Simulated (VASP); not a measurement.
# HoSbTe3: single point with PBE

HoSbTe3:

```
Ho Sb Te
1.0
     5.18660    0.00000    0.00000
    -2.59330    4.49173    0.00000
     0.00000    0.00000    7.94425
Ho Sb Te
1 1 3
Direct
  0.00000 0.00000 0.50000
  0.00000 0.00000 0.00000
  0.55889 0.00000 0.00000
  0.00000 0.55889 0.00000
  0.44111 0.44111 0.00000
```

The cell was generated, and may not be a known phase.

```yaml
Program: VASP 6.6.1
Task: single point
Functional: PBE
Potentials_or_basis: VASP PAW PBE potentials, release 64 (Ho_3, Sb, Te), 4f in core
Cutoff: 500 eV
k_mesh: 6 × 6 × 2
Occupations: gaussian, width 0.1 eV
Spin: no spin polarisation
Dipole_correction: no
Further_INCAR_settings: ALGO = Normal; EDIFF = 1e-06; NBANDS = 24
```

The pressure is 42.6 GPa, the largest force is 6.104 eV/Å and the band gap on the k mesh is zero (bands 16 and 17 overlap by 0.52 eV).

Forces on the atoms (eV/Å):
```
Ho   0.000  0.000  0.000
Sb   0.000  0.000  0.000
Te  -6.104  0.000  0.000
Te   3.052 -5.286  0.000
Te   3.052  5.286  0.000
```

Stress tensor (GPa, compression positive):
```
66.12  0.00  0.00
 0.00 66.12  0.00
 0.00  0.00 -4.45
```

Levels at points of the mesh, in eV from the Fermi level:
| k point | band 14 | band 15 | band 16 | band 17 | band 18 | band 19 |
| --- | --- | --- | --- | --- | --- | --- |
| (0.00, 0.00, 0.00) | -1.41 | -0.41 | 0.11 | 0.44 | 0.44 | 0.69 |
| (0.50, 0.00, 0.00) | -2.11 | -1.36 | -0.64 | -0.28 | 0.08 | 0.15 |
| (0.00, 0.00, 0.50) | -1.44 | -0.93 | 0.19 | 0.54 | 0.54 | 0.83 |
| (0.50, 0.00, 0.50) | -2.11 | -0.89 | -0.70 | -0.24 | 0.03 | 0.69 |

Wall time 88 s on 1 thread of Intel(R) Xeon(R) Platinum 8488C (Sapphire Rapids), with other jobs on the host, peak memory 0.33 GiB.

Caveat: the k points lie up to 0.40 Å⁻¹ apart, too coarse for converged energies and pressures of a metal; spin-orbit coupling is left out, which moves the levels of the heavy elements; the 4f electrons are frozen in the core, so they carry no moment and show no levels; forces of over 1 eV/Å act on the atoms, so gaps and moduli don't describe the material at rest. Spin polarisation is off, so any magnetic state and its effect on volume and gap are missing.
